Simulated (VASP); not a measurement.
A run of VASP 6.6.1:

INCAR

```
PREC = Accurate ; ENCUT = 520
EDIFF = 1E-7 ; ISMEAR = 0
SIGMA = 0.15 ; LREAL = False
LASPH = True ; NELM = 100
ALGO = Normal ; ISIF = 2
LWAVE = False ; LCHARG = False
GGA = CA ; NBANDS = 16
```

The input KPOINTS:

```
regular mesh
0
Gamma
  16 16 16
```

POSCAR

```
GaSb
1.0
   -2.7800000000      2.7800000000      1.5899500000
    2.7800000000     -2.7800000000      1.5899500000
    2.7800000000      2.7800000000     -1.5899500000
Ga Sb
1 1
Direct
    0.2500000000      0.7500000000      0.5000000000
    0.0000000000      0.0000000000      0.0000000000
```

Potentials or basis: VASP PAW LDA potentials, release 64 (Ga_d, Sb).

Run with:

```bash
$ cat potpaw_LDA.64/Ga_d/POTCAR potpaw_LDA.64/Sb/POTCAR > POTCAR
$ mpirun -np 1 vasp_std > vasp.out
```

Hardware: 1 thread of AMD EPYC 7R13, with other jobs on the host.

Q: Estimate the wall time of this run.

A: Run time: 5.4 min on 1 thread of AMD EPYC 7R13, with other jobs on the host, peak memory 0.36 GiB. Counts: scf iterations 12, k points 349.
